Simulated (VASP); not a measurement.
# C (P4/mmm) in VASP: single point with PBE

Aim: the single point of C with PBE.

Program: VASP 6.6.1. These are calculated values, not measurements. Logs are shortened: lines on timing, memory, paths and dates and some standing lists are left out, and cuts for length are marked.

**1. The cell of the first run**

The structure is tetragonal, space group P4/mmm (No. 123). The conventional cell has a = 1.689 Å, b = 1.689 Å, c = 2.025 Å, α = 90.00°, β = 90.00°, γ = 90.00°. C (site symmetry 4/mmm) has 6 C at 1.69 to 2.02 Å within 2.2 Å.

The cell was built from a structure type or drawn by symmetry, and may not be a known phase.

**2. Single point, PBE**

Contents of INCAR:

```
SYSTEM = C
PREC = Accurate
ENCUT = 600
EDIFF = 1E-6
ISMEAR = 0
SIGMA = 0.1
LREAL = .False.
LASPH = .True.
NELM = 120
ALGO = Normal
ISIF = 2
LWAVE = .False.
LCHARG = .True.
GGA = PE
LELF = .True.
LVHAR = .True.
NBANDS = 8
GGA_COMPAT = .False.
```

Contents of KPOINTS:

```
Automatic mesh
0
Gamma
  32 32 30
  0 0 0
```

Contents of POSCAR:

```
C
1.0
    1.6887588394      0.0000000000      0.0000000000
    0.0000000000      1.6887588394      0.0000000000
    0.0000000000      0.0000000000      2.0249939934
C
1
Direct
    0.5000000000      0.5000000000      0.0000000000
```

Potentials or basis: VASP PAW PBE potentials, release 64 (C).

On the command line:

```sh
$ cat potpaw_PBE.64/C/POTCAR > POTCAR
$ mpirun -np 1 vasp_std > vasp.out
```

OUTCAR:

```text
SYSTEM = C
   PREC = Accurate
   ENCUT = 600
   EDIFF = 1E-6
   ISMEAR = 0
   LREAL = .False.
   LASPH = .True.
   NELM = 120
   ISIF = 2
   GGA = PE

 ion  position               nearest neighbor table
   1  0.500  0.500  0.000-

  LATTYP: Found a simple tetragonal cell.
 ALAT       =     1.6887588394
 C/A-ratio  =     1.1991019358

  Lattice vectors:

 A1 = (   1.6887588394,   0.0000000000,   0.0000000000)
 A2 = (   0.0000000000,   1.6887588394,   0.0000000000)
 A3 = (   0.0000000000,   0.0000000000,   2.0249939934)

Analysis of symmetry for initial positions (statically):
=====================================================================
 Subroutine PRICEL returns:
 Original cell was already a primitive cell.

 Routine SETGRP: Setting up the symmetry group for a
 simple tetragonal supercell.

 Subroutine GETGRP returns: Found 16 space group operations
 (whereof 16 operations were pure point group operations)
 out of a pool of 16 trial point group operations.

The static configuration has the point symmetry D_4h.

Analysis of symmetry for dynamics (positions and initial velocities):
=====================================================================
 Subroutine PRICEL returns:
 Original cell was already a primitive cell.

 Routine SETGRP: Setting up the symmetry group for a
 simple tetragonal supercell.

 Subroutine GETGRP returns: Found 16 space group operations
 (whereof 16 operations were pure point group operations)
 out of a pool of 16 trial point group operations.

The dynamic configuration has the point symmetry D_4h.

 Subroutine INISYM returns: Found 16 space group operations
 (whereof 16 operations are pure point group operations),
 and found     1 'primitive' translations

----------------------------------------------------------------------------------------

                                     Primitive cell

  volume of cell :       5.7751

  direct lattice vectors                    reciprocal lattice vectors
     1.688758839  0.000000000  0.000000000     0.592150861  0.000000000  0.000000000
     0.000000000  1.688758839  0.000000000     0.000000000  0.592150861  0.000000000
     0.000000000  0.000000000  2.024993993     0.000000000  0.000000000  0.493828625

  length of vectors
     1.688758839  1.688758839  2.024993993     0.592150861  0.592150861  0.493828625

  position of ions in fractional coordinates (direct lattice)
     0.500000000  0.500000000  0.000000000

  ion indices of the primitive-cell ions
   primitive index   ion index
                 1           1

----------------------------------------------------------------------------------------

 KPOINTS: Automatic mesh

Automatic generation of k-mesh.
 Grid dimensions read from file:
 generate k-points for:   32   32   30

 Generating k-lattice:

  Cartesian coordinates                     Fractional coordinates (reciprocal lattice)
     0.018504714  0.000000000  0.000000000     0.031250000  0.000000000  0.000000000
     0.000000000  0.018504714  0.000000000     0.000000000  0.031250000  0.000000000
     0.000000000  0.000000000  0.016460954     0.000000000  0.000000000  0.033333333

  Length of vectors
     0.018504714  0.018504714  0.016460954

  Shift w.r.t. Gamma in fractional coordinates (k-lattice)
     0.000000000  0.000000000  0.000000000

 Subroutine IBZKPT returns following result:
 ===========================================

 Found   2448 irreducible k-points:

 Following reciprocal coordinates:
            Coordinates               Weight
  0.000000  0.000000  0.000000      1.000000
  0.031250  0.000000  0.000000      4.000000
  0.062500  0.000000  0.000000      4.000000
  0.093750  0.000000  0.000000      4.000000
  0.125000  0.000000  0.000000      4.000000
  0.156250  0.000000  0.000000      4.000000
[... 16 lines left out ...]
  0.187500  0.031250  0.000000      8.000000
  0.218750  0.031250  0.000000      8.000000
 [... further k-points ...]
   k-points           NKPTS =   2448   k-points in BZ     NKDIM =   2448   number of bands    NBANDS=      8
   number of dos      NEDOS =    301   number of ions     NIONS =      1
   total plane-waves  NPLWV =   3136
   dimension x,y,z NGX =    14 NGY =   14 NGZ =   16
   dimension x,y,z NGXF=    28 NGYF=   28 NGZF=   32
   ions per type =               1
   NGX,Y,Z   is equivalent  to a cutoff of  13.78, 13.78, 13.14 a.u.
   NGXF,Y,Z  is equivalent  to a cutoff of  27.56, 27.56, 26.27 a.u.
 SYSTEM =  C
   PREC   = accura    normal or accurate (medium, high low for compatibility)
   ISTART =      0    job   : 0-new  1-cont  2-samecut
   ICHARG =      2    charge: 1-file 2-atom 10-const
   ISPIN  =      1    spin polarized calculation?
   LNONCOLLINEAR =      F non collinear calculations
   LSORBIT =      F    spin-orbit coupling
   LASPH  =      T    aspherical Exc in radial PAW
   ENCUT  =  600.0 eV  44.10 Ry    6.64 a.u.   3.37  3.37  4.04*2*pi/ulx,y,z
   NELM   =    120;   NELMIN=  2; NELMDL= -5     # of ELM steps
   EDIFF  = 0.1E-05   stopping-criterion for ELM
   LREAL  =      F    real-space projection
   EDIFFG = 0.1E-04   stopping-criterion for IOM
   NSW    =      0    number of steps for IOM
   IBRION =     -1    ionic relax: 0-MD 1-quasi-New 2-CG
   NFREE  =      0    steps in history (QN), initial steepest desc. (CG)
   ISIF   =      2    stress and relaxation
   ISYM   =      2    0-nonsym 1-usesym 2-fastsym
   POTIM  = 0.5000    time-step for ionic-motion
   TEBEG  =    0.0;   TEEND  =   0.0 temperature during run
   PSTRESS=    0.0 pullay stress
   NELECT =       4.0000    total number of electrons
   NUPDOWN=      -1.0000    fix difference up-down
   EMIN   =  10.00;   EMAX   =-10.00  energy-range for DOS
   EFERMI =   0.00;   METHOD = LEGACY
   ISMEAR =     0;   SIGMA  =   0.10  broadening in eV -4-tet -1-fermi 0-gaus
   EFERMI_NEDOS =   21; number of points for ismear=-14 and -15
   IALGO  =     38    algorithm
   IMIX   =      4    mixing-type and parameters
     AMIX     =   0.40;   BMIX     =  1.00
     AMIX_MAG =   1.60;   BMIX_MAG =  1.00
  volume/ion in A,a.u.               =       5.78        38.97
  Fermi-wavevector in a.u.,A,eV,Ry     =   1.448467  2.737205 28.545779  2.098056
  Thomas-Fermi vector in A             =   2.566304
   LORBIT       =      0    0 simple, 1 ext, 2 COOP (PROOUT), +10 PAW based schemes
   GGA     = PE    functional components
   LHFCALC =     F    Hartree Fock is set to
   AEXX    =    0.0000 exact exchange contribution
   IVDW    =     0    specifies the selected vdW correction
   LEPSILON=     F    determine dielectric tensor
   LRPA    =     F    only Hartree local field effects (RPA)
 non-spin polarized calculation
 Gauss-broadening in eV      SIGMA  =   0.10
  energy-cutoff  :      600.00
  volume of cell :        5.78
 maximum number of plane-waves:       205
 NGX is ok and might be reduce to    14
   NGX =  7   NGY =  7   NGZ =  9

 number of electron       4.0000000 magnetization

 Free energy of the ion-electron system (eV)
  ---------------------------------------------------
  ext. energy  EPLUGINS =         0.00000000
  ---------------------------------------------------
  free energy    TOTEN  =        -6.50745200 eV

  energy without entropy =       -6.50643100  energy(sigma->0) =       -6.50694150

 E-fermi :  10.2425     XC(G=0): -13.6012

 val. band max:       10.2363231042   @ k =   0.0312   0.0312   0.1333
 cond. band min:      10.2569082647   @ k =   0.3438   0.0625   0.3667
 fundamental gap:      0.0205851605
 Fermi energy:        10.2424701925

 k-point     1 :       0.0000    0.0000    0.0000
  band No.  band energies     occupation
      1     -11.4763      2.00000
      2      13.2103      0.00000
      3      22.6608      0.00000
      4      22.6608      0.00000
      5      27.8748      0.00000
      6      39.7814      0.00000
      7      45.3944      0.00000
      8      60.8638      0.00000

 k-point     2 :       0.0312    0.0000    0.0000
  band No.  band energies     occupation
      1     -11.4346      2.00000
      2      13.2461      0.00000
      3      22.3125      0.00000
      4      22.6899      0.00000
      5      27.9724      0.00000
      6      40.0631      0.00000
      7      45.4049      0.00000
      8      60.5710      0.00000

 k-point     3 :       0.0625    0.0000    0.0000
  band No.  band energies     occupation
      1     -11.3095      2.00000
      2      13.3530      0.00000
      3      21.3722      0.00000
      4      22.7767      0.00000
      5      28.2166      0.00000
      6      40.8356      0.00000
      7      45.4442      0.00000
      8      59.7131      0.00000

 k-point     4 :       0.0938    0.0000    0.0000
  band No.  band energies     occupation
      1     -11.1013      2.00000
      2      13.5296      0.00000
      3      20.0378      0.00000
      4      22.9194      0.00000
      5      28.5382      0.00000
      6      41.9081      0.00000
      7      45.5478      0.00000
      8      58.3776      0.00000

 k-point     5 :       0.1250    0.0000    0.0000
  band No.  band energies     occupation
      1     -10.8101      2.00000
      2      13.7732      0.00000
      3      18.4702      0.00000
      4      23.1151      0.00000
      5      28.9111      0.00000
      6      42.9922      0.00000
      7      45.8278      0.00000
      8      56.7101      0.00000

 k-point     6 :       0.1562    0.0000    0.0000
  band No.  band energies     occupation
      1     -10.4359      2.00000
      2      14.0801      0.00000
      3      16.7746      0.00000
      4      23.3598      0.00000
      5      29.3339      0.00000
      6      43.7125      0.00000
      7      46.4943      0.00000
      8      54.8533      0.00000

 k-point     7 :       0.1875    0.0000    0.0000
  band No.  band energies     occupation
      1      -9.9793      2.00000
      2      14.4450      0.00000
      3      15.0176      0.00000
      4      23.6477      0.00000
      5      29.8111      0.00000
      6      43.9412      0.00000
      7      47.5340      0.00000
      8      52.9180      0.00000
[... 133 lines left out ...]
 k-point    20 :       0.0938    0.0312    0.0000
  band No.  band energies     occupation
      1     -11.0597      2.00000
      2      13.5651      0.00000
      3      20.0380      0.00000
      4      22.6144      0.00000
      5      28.6548      0.00000
      6      42.1732      0.00000
      7      45.5331      0.00000
      8      58.2607      0.00000

 k-point    21 :       0.1250    0.0312    0.0000
  band No.  band energies     occupation
      1     -10.7685      2.00000
      2      13.8086      0.00000
      3      18.4768      0.00000
      4      22.8136      0.00000
      5      29.0323      0.00000
      6      43.2417      0.00000
      7      45.8073      0.00000
      8      56.6551      0.00000

 k-point    22 :       0.1562    0.0312    0.0000
  band No.  band energies     occupation
      1     -10.3944      2.00000
      2      14.1153      0.00000
      3      16.7866      0.00000
      4      23.0639      0.00000
      5      29.4561      0.00000
      6      43.9050      0.00000
      7      46.5081      0.00000
      8      54.8361      0.00000

 k-point    23 :       0.1875    0.0312    0.0000
  band No.  band energies     occupation
      1      -9.9379      2.00000
      2      14.4800      0.00000
      3      15.0342      0.00000
      4      23.3593      0.00000
      5      29.9311      0.00000
      6      44.0655      0.00000
      7      47.5930      0.00000
      8      52.9252      0.00000

 k-point    24 :       0.2188    0.0312    0.0000
  band No.  band energies     occupation
      1      -9.3993      2.00000
      2      13.2622      0.00000
      3      14.8954      0.00000
      4      23.6920      0.00000
      5      30.4608      0.00000
      6      43.9445      0.00000
      7      48.7304      0.00000
      8      51.0067      0.00000

 [... further k-points ...]

------------------------ aborting loop because EDIFF is reached ----------------------------------------

  FORCE on cell =-STRESS in cart. coord.  units (eV):
  Direction    XX          YY          ZZ          XY          YZ          ZX
  --------------------------------------------------------------------------------------
  -------------------------------------------------------------------------------------
  Total       -0.0024666     -0.0024666     -0.0103641      0.0000000      0.0000000      0.0000000
  in kB       -0.6842931     -0.6842931     -2.8753000      0.0000000      0.0000000      0.0000000
  external PRESSURE =      -1.4146287 kB  Pullay stress =       0.0000000 kB

 VOLUME and BASIS-vectors are now :
 -----------------------------------------------------------------------------
  energy-cutoff  :      600.00
  volume of cell :        5.78
      direct lattice vectors                 reciprocal lattice vectors
     1.688758839  0.000000000  0.000000000     0.592150861  0.000000000  0.000000000
     0.000000000  1.688758839  0.000000000     0.000000000  0.592150861  0.000000000
     0.000000000  0.000000000  2.024993993     0.000000000  0.000000000  0.493828625

 POSITION                                       TOTAL-FORCE (eV/Angst)
 -----------------------------------------------------------------------------------
      0.84438      0.84438      0.00000         0.000000      0.000000      0.000000
 -----------------------------------------------------------------------------------
    total drift:                                0.000000      0.000000      0.000000

  FREE ENERGIE OF THE ION-ELECTRON SYSTEM (eV)
  ---------------------------------------------------
  free  energy   TOTEN  =        -6.5074519961 eV

  energy  without entropy=       -6.5064309965  energy(sigma->0) =       -6.50694150
```

Run time: 97 s. Hardware: 1 thread of Intel Xeon 8259CL, shared host; peak memory 0.22 GiB.

What came out:

```
Free energy            : -6.5075 eV
Pressure               : -0.1 GPa
Band gap on the k mesh : zero (bands 2 and 3 overlap by 8.92 eV)
```

Stress tensor (GPa, compression positive):
```
-0.07  0.00  0.00
 0.00 -0.07  0.00
 0.00  0.00 -0.29
```
